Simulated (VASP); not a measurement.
Here is a VASP 6.6.1 calculation.

File INCAR:

```
SYSTEM = Mo16H
PREC = Accurate
ENCUT = 400
EDIFF = 1E-6
ISMEAR = 0
SIGMA = 0.15
LREAL = .False.
LASPH = .True.
NELM = 120
ALGO = Normal
ISIF = 2
LWAVE = .False.
LCHARG = .False.
GGA = PE
NBANDS = 126
GGA_COMPAT = .False.
```

KPOINTS

```
regular mesh
0
Gamma
  3 3 3
  0 0 0
```

POSCAR

```
Mo16H
1.0
    6.3000000000      0.0000000000      0.0000000000
    0.0000000000      6.3000000000      0.0000000000
    0.0000000000      0.0000000000      6.3000000000
Mo H
16 1
Direct
   -0.0007303175     -0.0002623810      0.0000122222
    0.5017215873     -0.0002563492      0.0000122222
   -0.0090214286      0.5064446032      0.0000122222
   -0.0013777778     -0.0024465079      0.5000120635
    0.2504882540      0.2430031746      0.2595339683
    0.5100088889      0.5064417460      0.0000120635
    0.5023668254     -0.0024426984      0.5000120635
    0.7504928571      0.2490938095      0.2509836508
   -0.0004811111      0.5003569841      0.5000122222
    0.2504922222      0.7497125397      0.2512468254
    0.2504882540      0.2430030159      0.7404901587
    0.5014711111      0.5003542857      0.5000122222
    0.7504887302      0.7518942857      0.2518757143
    0.7504928571      0.2490938095      0.7490407937
    0.2504922222      0.7497126984      0.7487776190
    0.7504887302      0.7518944444      0.7481485714
    0.2505006349      0.3747136508      0.0000122222
```

Potentials or basis: VASP PAW PBE potentials, release 64 (Mo_sv, H).

Launch:

```bash
$ cat potpaw_PBE.64/Mo_sv/POTCAR potpaw_PBE.64/H/POTCAR > POTCAR
$ mpirun -np 1 vasp_std > vasp.out
```

**Question.** Estimate the band gap on the k mesh.

**Answer.** Zero (an odd number of electrons rules out a gap without spin polarisation).

**Question.** Predict the pressure.

**Answer.** 5.5 GPa.

**Question.** Estimate the largest force.

**Answer.** 0.008 eV/Å.

Forces in eV/Å, atoms in the order of the input:
```
Mo   0.001  0.002  0.000
Mo  -0.001  0.001  0.000
Mo  -0.001  0.000  0.000
Mo  -0.007 -0.003  0.000
Mo   0.000  0.000  0.001
Mo   0.001  0.000  0.000
Mo   0.007 -0.003  0.000
Mo   0.000  0.004 -0.002
Mo   0.003 -0.003  0.000
Mo   0.000 -0.002 -0.002
Mo   0.000  0.000 -0.001
Mo  -0.003 -0.003  0.000
Mo   0.000  0.003  0.008
Mo   0.000  0.004  0.002
Mo   0.000 -0.002  0.002
Mo   0.000  0.003 -0.008
H    0.000  0.000  0.000
```
